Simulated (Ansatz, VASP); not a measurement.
SnO2 in VASP and in Ansatz

File INCAR:

```
ALGO = Normal
EDIFF = 1E-7
ENCUT = 520
ISIF = 2
ISMEAR = 0
LASPH = True
LCHARG = True
LELF = True
LREAL = False
LVHAR = True
LWAVE = False
NBANDS = 35
NELM = 100
PREC = Accurate
SIGMA = 0.05
```

KPOINTS

```
k-points
0
Gamma
  6 6 8
```

Contents of POSCAR:

```
SnO2
1.0
    4.7212714761      0.0000000000      0.0000000000
    0.0000000000      4.7242464798      0.0000000000
    0.0000000000      0.0000000000      3.1900193999
Sn O
2 4
Direct
    0.5000000000      0.5000000000      0.5000000000
    0.0000000000      0.0000000000      0.0000000000
    0.2606358445      0.2616692897     -0.0940433152
    0.8055669685      0.1934278808      0.5000000000
    0.1944330315      0.8065721192      0.5000000000
    0.6944330315      0.6934278808      0.0000000000
```

Input for Ansatz:

```yaml
crystal:
  lattice:
    - [4.7212714761, 0.0, 0.0]
    - [0.0, 4.7242464798, 0.0]
    - [0.0, 0.0, 3.1900193999]
  atoms:
    - { symbol: Sn, position: [0.5, 0.5, 0.5] }
    - { symbol: Sn, position: [0.0, 0.0, 0.0] }
    - { symbol: O, position: [0.2606358445, 0.2616692897, -0.0940433152] }
    - { symbol: O, position: [0.8055669685, 0.1934278808, 0.5] }
    - { symbol: O, position: [0.1944330315, 0.8065721192, 0.5] }
    - { symbol: O, position: [0.6944330315, 0.6934278808, 0.0] }
basis:
  ecutwfc: 420
kpoints:
  mp_grid: { grid: [6, 6, 8] }
hamiltonian:
  xc: lda
scf:
  occupations: { method: gaussian, width: 0.05 }
output:
  forces: true
  stress: true
  eigenvalues: true
```

Alike in both runs: task single point; functional LDA; k mesh 6 × 6 × 8; occupations gaussian, width 0.05 eV; no spin polarisation.

|  | VASP | Ansatz |
| --- | --- | --- |
| version | VASP 6.6.1 | Ansatz 0.2.0 |
| potentials or method | VASP PAW LDA potentials, release 64 (Sn_d, O), cutoff 520 eV | scalar-relativistic, plane waves, PAW |
| valence electrons in the cell | 52 | 52 |

```tsv
	VASP	Ansatz	Ansatz less VASP
gap on the k mesh at the Fermi level (eV)	0.82	0.79	-0.029
least direct gap on the mesh (eV)	0.82	0.79	-0.029
pressure (GPa)	7.8	7.0	-0.85
traceless stress, the component that is largest in VASP (GPa)	10.30	10.58	+0.278
rms of the force components (eV/Å)	2.501	2.517	+0.0153
```

LDA's correlation is that of Perdew and Zunger in VASP and of Perdew and Wang (1992) in Ansatz. Atom by atom the forces differ by 0.029 eV/Å (rms over components).
